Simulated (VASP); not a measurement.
Input of a VASP 6.6.1 run:

Contents of INCAR:

```
SYSTEM = Sc3Al
PREC     = Accurate       ! precision mode
ENCUT    = 520            ! plane-wave cutoff, eV
EDIFF    = 1E-6           ! SCF threshold, eV
ISMEAR   = 0              ! smearing method
SIGMA    = 0.1            ! smearing width, eV
LREAL    = .False.        ! projectors in reciprocal space
LASPH    = .True.         ! aspherical terms in the spheres
NELM     = 100            ! most SCF steps
ALGO     = Normal         ! electronic algorithm
ISIF     = 2              ! what is computed and relaxed
LWAVE    = .False.        ! write WAVECAR
LCHARG   = .False.        ! write CHGCAR
GGA      = PS             ! functional
NBANDS   = 26             ! bands
```

Contents of KPOINTS:

```
regular mesh
0
Gamma
  10 10 10
  0 0 0
```

POSCAR

```
Sc3Al
1.0
    4.3747950000      0.0000000000      0.0000000000
    0.0000000000      4.3747950000      0.0000000000
    0.0000000000      0.0000000000      4.3747950000
Sc Al
3 1
Direct
    0.5000000000      0.0000000000      0.5000000000
    0.0000000000      0.5000000000      0.5000000000
    0.5000000000      0.5000000000      0.0000000000
    0.0000000000      0.0000000000      0.0000000000
```

Potentials or basis: VASP PAW PBE potentials, release 64 (Sc_sv, Al).

The run is started by

```console
$ cat potpaw_PBE.64/Sc_sv/POTCAR potpaw_PBE.64/Al/POTCAR > POTCAR
$ mpirun -np 1 vasp_std > vasp.out
```

(1) What does it give for the band gap on the k mesh?

(2) What does it give for the pressure?

Results:

(1) zero (band 18 reaches 5.08 eV, above the bottom of band 19 at 3.75 eV).

(2) 0.1 GPa.

Caveat: the PAW data sets were made with another functional, which shifts forces and pressure a little.
